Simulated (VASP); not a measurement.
# Sn (P6/mmm) in VASP: a series of runs

The runs below take Sn through single point, relaxation of cell and atoms, with LDA.

All numbers are computed with VASP 6.6.1; they aren't measurements. Logs are shortened: lines on timing, memory, paths and dates and some standing lists are left out, and cuts for length are marked.

### Step 1. The cell of the first run

It takes space group P6/mmm (No. 191, hexagonal). The conventional cell has a = 5.266 Å, b = 5.266 Å, c = 3.206 Å, α = 90.00°, β = 90.00°, γ = 120.00°. Sn (site symmetry 6/mmm) has 14 Sn at 3.21 to 3.44 Å within 4.2 Å. Within 4.0 Å of Sn (site symmetry -6m2) lie 11 Sn at 3.04 to 3.44 Å.

This isn't the form of Sn at room conditions, which is tetragonal (white tin).

### Step 2. Single point, LDA

The input, INCAR:

```
PREC = Accurate ; ENCUT = 520
EDIFF = 1E-6 ; ISMEAR = -1
SIGMA = 0.1 ; LREAL = F
LASPH = T ; NELM = 80
ALGO = Normal ; ISIF = 2
LWAVE = F ; LCHARG = F
GGA = CA ; NBANDS = 28
```

The input, KPOINTS:

```
regular mesh
0
Gamma
  9 9 13
```

The input, POSCAR:

```
Sn
1.0
    5.2656401989      0.0000000000      0.0000000000
   -2.6328200994      4.5601781794      0.0000000000
    0.0000000000      0.0000000000      3.2063619862
Sn
3
Direct
    1.0000000000      0.0000000000      0.0000000000
    0.3333333333      0.6666666667      0.5000000000
    0.6666666667      0.3333333333      0.5000000000
```

Potentials or basis: VASP PAW LDA potentials, release 64 (Sn_d).

On the command line:

```sh
$ cat potpaw_LDA.64/Sn_d/POTCAR > POTCAR
$ mpirun -np 1 vasp_std > vasp.out
```

OUTCAR:

```text
PREC = Accurate
   ENCUT = 520
   EDIFF = 1E-6
   ISMEAR = -1
   LREAL = F
   LASPH = T
   NELM = 80
   ISIF = 2
   GGA = CA

 ion  position               nearest neighbor table
   1  0.000  0.000  0.000-   2 3.44   3 3.44   2 3.44   3 3.44   2 3.44   2 3.44   3 3.44   3 3.44
                             3 3.44   3 3.44   2 3.44   2 3.44
   2  0.333  0.667  0.500-   3 3.04   3 3.04   3 3.04   1 3.44   1 3.44   1 3.44   1 3.44   1 3.44
                             1 3.44
   3  0.667  0.333  0.500-   2 3.04   2 3.04   2 3.04   1 3.44   1 3.44   1 3.44   1 3.44   1 3.44
                             1 3.44

  LATTYP: Found a hexagonal cell.
 ALAT       =     5.2656401989
 C/A-ratio  =     0.6089215869

  Lattice vectors:

 A1 = (   5.2656401989,   0.0000000000,   0.0000000000)
 A2 = (  -2.6328200994,   4.5601781794,   0.0000000000)
 A3 = (   0.0000000000,   0.0000000000,   3.2063619862)

Analysis of symmetry for initial positions (statically):
=====================================================================
 Subroutine PRICEL returns:
 Original cell was already a primitive cell.

 Routine SETGRP: Setting up the symmetry group for a
 hexagonal supercell.

 Subroutine GETGRP returns: Found 24 space group operations
 (whereof 24 operations were pure point group operations)
 out of a pool of 24 trial point group operations.

The static configuration has the point symmetry D_6h.

Analysis of symmetry for dynamics (positions and initial velocities):
=====================================================================
 Subroutine PRICEL returns:
 Original cell was already a primitive cell.

 Routine SETGRP: Setting up the symmetry group for a
 hexagonal supercell.

 Subroutine GETGRP returns: Found 24 space group operations
 (whereof 24 operations were pure point group operations)
 out of a pool of 24 trial point group operations.

The dynamic configuration has the point symmetry D_6h.

 Subroutine INISYM returns: Found 24 space group operations
 (whereof 24 operations are pure point group operations),
 and found     1 'primitive' translations

----------------------------------------------------------------------------------------

                                     Primitive cell

  volume of cell :      76.9920

  direct lattice vectors                    reciprocal lattice vectors
     5.265640199  0.000000000  0.000000000     0.189910431  0.109644838  0.000000000
    -2.632820099  4.560178179  0.000000000     0.000000000  0.219289677  0.000000000
     0.000000000  0.000000000  3.206361986     0.000000000  0.000000000  0.311879945

  length of vectors
     5.265640199  5.265640199  3.206361986     0.219289677  0.219289677  0.311879945

  position of ions in fractional coordinates (direct lattice)
     0.000000000  0.000000000  0.000000000
     0.333333333  0.666666667  0.500000000
     0.666666667  0.333333333  0.500000000

  ion indices of the primitive-cell ions
   primitive index   ion index
                 1           1
                 2           2
                 3           3

----------------------------------------------------------------------------------------

 KPOINTS: regular mesh

Automatic generation of k-mesh.
 Grid dimensions read from file:
 generate k-points for:    9    9   13

 Generating k-lattice:

  Cartesian coordinates                     Fractional coordinates (reciprocal lattice)
     0.021101159  0.012182760  0.000000000     0.111111111  0.000000000  0.000000000
     0.000000000  0.024365520  0.000000000     0.000000000  0.111111111  0.000000000
     0.000000000  0.000000000  0.023990765     0.000000000  0.000000000  0.076923077

  Length of vectors
     0.024365520  0.024365520  0.023990765

  Shift w.r.t. Gamma in fractional coordinates (k-lattice)
     0.000000000  0.000000000  0.000000000

 Subroutine IBZKPT returns following result:
 ===========================================

 Found     84 irreducible k-points:

 Following reciprocal coordinates:
            Coordinates               Weight
  0.000000  0.000000  0.000000      1.000000
  0.111111  0.000000  0.000000      6.000000
  0.222222 -0.000000  0.000000      6.000000
  0.333333  0.000000  0.000000      6.000000
  0.444444 -0.000000  0.000000      6.000000
  0.111111  0.111111  0.000000      6.000000
[... 16 lines left out ...]
  0.333333  0.222222  0.076923     24.000000
  0.333333  0.333333  0.076923      4.000000
 [... further k-points ...]
   k-points           NKPTS =     84   k-points in BZ     NKDIM =     84   number of bands    NBANDS=     28
   number of dos      NEDOS =    301   number of ions     NIONS =      3
   total plane-waves  NPLWV =  38400
   dimension x,y,z NGX =    40 NGY =   40 NGZ =   24
   dimension x,y,z NGXF=    80 NGYF=   80 NGZF=   48
   ions per type =               3
   NGX,Y,Z   is equivalent  to a cutoff of  12.63, 12.63, 12.44 a.u.
   NGXF,Y,Z  is equivalent  to a cutoff of  25.26, 25.26, 24.89 a.u.
 SYSTEM =  unknown system
   PREC   = accura    normal or accurate (medium, high low for compatibility)
   ISTART =      0    job   : 0-new  1-cont  2-samecut
   ICHARG =      2    charge: 1-file 2-atom 10-const
   ISPIN  =      1    spin polarized calculation?
   LNONCOLLINEAR =      F non collinear calculations
   LSORBIT =      F    spin-orbit coupling
   LASPH  =      T    aspherical Exc in radial PAW
   ENCUT  =  520.0 eV  38.22 Ry    6.18 a.u.   9.79  9.79  5.96*2*pi/ulx,y,z
   NELM   =     80;   NELMIN=  2; NELMDL= -5     # of ELM steps
   EDIFF  = 0.1E-05   stopping-criterion for ELM
   LREAL  =      F    real-space projection
   EDIFFG = 0.1E-04   stopping-criterion for IOM
   NSW    =      0    number of steps for IOM
   IBRION =     -1    ionic relax: 0-MD 1-quasi-New 2-CG
   NFREE  =      0    steps in history (QN), initial steepest desc. (CG)
   ISIF   =      2    stress and relaxation
   ISYM   =      2    0-nonsym 1-usesym 2-fastsym
   POTIM  = 0.5000    time-step for ionic-motion
   TEBEG  =    0.0;   TEEND  =   0.0 temperature during run
   PSTRESS=    0.0 pullay stress
   NELECT =      42.0000    total number of electrons
   NUPDOWN=      -1.0000    fix difference up-down
   EMIN   =  10.00;   EMAX   =-10.00  energy-range for DOS
   EFERMI =   0.00;   METHOD = LEGACY
   ISMEAR =    -1;   SIGMA  =   0.10  broadening in eV -4-tet -1-fermi 0-gaus
   EFERMI_NEDOS =   21; number of points for ismear=-14 and -15
   IALGO  =     38    algorithm
   IMIX   =      4    mixing-type and parameters
     AMIX     =   0.40;   BMIX     =  1.00
     AMIX_MAG =   1.60;   BMIX_MAG =  1.00
  volume/ion in A,a.u.               =      25.66       173.19
  Fermi-wavevector in a.u.,A,eV,Ry     =   1.337651  2.527793 24.345035  1.789310
  Thomas-Fermi vector in A             =   2.466183
   LORBIT       =      0    0 simple, 1 ext, 2 COOP (PROOUT), +10 PAW based schemes
   GGA     = CA    functional components
   LHFCALC =     F    Hartree Fock is set to
   AEXX    =    0.0000 exact exchange contribution
   IVDW    =     0    specifies the selected vdW correction
   LEPSILON=     F    determine dielectric tensor
   LRPA    =     F    only Hartree local field effects (RPA)
 non-spin polarized calculation
  energy-cutoff  :      520.00
  volume of cell :       76.99
 maximum number of plane-waves:      2099
 NGX is ok and might be reduce to    40
   NGX = 19   NGY = 19   NGZ = 11

 number of electron      42.0000015 magnetization

 Free energy of the ion-electron system (eV)
  ---------------------------------------------------
  ext. energy  EPLUGINS =         0.00000000
  ---------------------------------------------------
  free energy    TOTEN  =       -13.35930818 eV

  energy without entropy =      -13.31928390  energy(sigma->0) =      -13.33929604

 E-fermi :   8.5435     XC(G=0): -10.8683

 val. band max:        8.5421559896   @ k =   0.1111   0.1111   0.4615
 cond. band min:       8.6097559607   @ k =   0.2222   0.2222   0.3077
 fundamental gap:      0.0675999711
 Fermi energy:         8.5435071240

 k-point     1 :       0.0000    0.0000    0.0000
  band No.  band energies     occupation
      1     -13.0897      2.00000
      2     -12.9899      2.00000
      3     -12.9777      2.00000
      4     -12.9777      2.00000
      5     -12.9273      2.00000
      6     -12.9273      2.00000
[... 20 lines left out ...]
     27      16.9646      0.00000
     28      17.0638      0.00000

 k-point     2 :       0.1111    0.0000    0.0000
  band No.  band energies     occupation
      1     -13.0881      2.00000
      2     -12.9904      2.00000
      3     -12.9789      2.00000
      4     -12.9775      2.00000
      5     -12.9289      2.00000
      6     -12.9275      2.00000
[... 20 lines left out ...]
     27      16.6963      0.00000
     28      16.8308      0.00000

 k-point     3 :       0.2222   -0.0000    0.0000
  band No.  band energies     occupation
      1     -13.0842      2.00000
      2     -12.9953      2.00000
      3     -12.9819      2.00000
      4     -12.9768      2.00000
      5     -12.9327      2.00000
      6     -12.9268      2.00000
[... 20 lines left out ...]
     27      15.9418      0.00000
     28      16.4323      0.00000

 k-point     4 :       0.3333    0.0000    0.0000
  band No.  band energies     occupation
      1     -13.0798      2.00000
      2     -13.0077      2.00000
      3     -12.9852      2.00000
      4     -12.9762      2.00000
      5     -12.9406      2.00000
      6     -12.9367      2.00000
[... 578 lines left out ...]
     27      14.9756      0.00000
     28      17.3324      0.00000

 k-point    23 :       0.3333    0.2222    0.0769
  band No.  band energies     occupation
      1     -13.0636      2.00000
      2     -13.0094      2.00000
      3     -13.0015      2.00000
      4     -12.9735      2.00000
      5     -12.9517      2.00000
      6     -12.9366      2.00000
[... 20 lines left out ...]
     27      14.2638      0.00000
     28      17.4592      0.00000

 k-point    24 :       0.3333    0.3333    0.0769
  band No.  band energies     occupation
      1     -13.0632      2.00000
      2     -13.0063      2.00000
      3     -13.0063      2.00000
      4     -12.9809      2.00000
      5     -12.9428      2.00000
      6     -12.9428      2.00000
[... 20 lines left out ...]
     27      14.0050      0.00000
     28      17.3166      0.00000

 [... further k-points ...]

------------------------ aborting loop because EDIFF is reached ----------------------------------------

  FORCE on cell =-STRESS in cart. coord.  units (eV):
  Direction    XX          YY          ZZ          XY          YZ          ZX
  --------------------------------------------------------------------------------------
  -------------------------------------------------------------------------------------
  Total        0.4923634      0.4923634     -0.7701559      0.0000000      0.0000000     -0.0000000
  in kB       10.2459172     10.2459172    -16.0266842      0.0000000      0.0000000     -0.0000000
  external PRESSURE =       1.4883834 kB  Pullay stress =       0.0000000 kB

 VOLUME and BASIS-vectors are now :
 -----------------------------------------------------------------------------
  energy-cutoff  :      520.00
  volume of cell :       76.99
      direct lattice vectors                 reciprocal lattice vectors
     5.265640199  0.000000000  0.000000000     0.189910431  0.109644838  0.000000000
    -2.632820099  4.560178179  0.000000000     0.000000000  0.219289677  0.000000000
     0.000000000  0.000000000  3.206361986     0.000000000  0.000000000  0.311879945

 POSITION                                       TOTAL-FORCE (eV/Angst)
 -----------------------------------------------------------------------------------
      0.00000      0.00000      0.00000        -0.000000      0.000000     -0.000000
     -0.00000      3.04012      1.60318         0.000000      0.000000     -0.000000
      2.63282      1.52006      1.60318        -0.000000     -0.000000      0.000000
 -----------------------------------------------------------------------------------
    total drift:                               -0.000000      0.000000      0.000000

  FREE ENERGIE OF THE ION-ELECTRON SYSTEM (eV)
  ---------------------------------------------------
  free  energy   TOTEN  =       -13.3593081837 eV

  energy  without entropy=      -13.3192839019  energy(sigma->0) =      -13.33929604
```

It took 44 s on 1 thread of Intel Xeon 6975P-C (Granite Rapids), shared host; peak memory 0.25 GiB.

What came out:

| Item | Value |
| --- | --- |
| Free energy | -13.3593 eV |
| Pressure | 0.1 GPa |
| Band gap on the k mesh | zero (bands 21 and 22 overlap by 5.03 eV) |

Caveat: spin-orbit coupling is left out, which moves the levels of the heavy elements.

(Part 1 of 2 ends here.)

The gap in the log of VASP goes by the Fermi energy; the results here count the filled bands.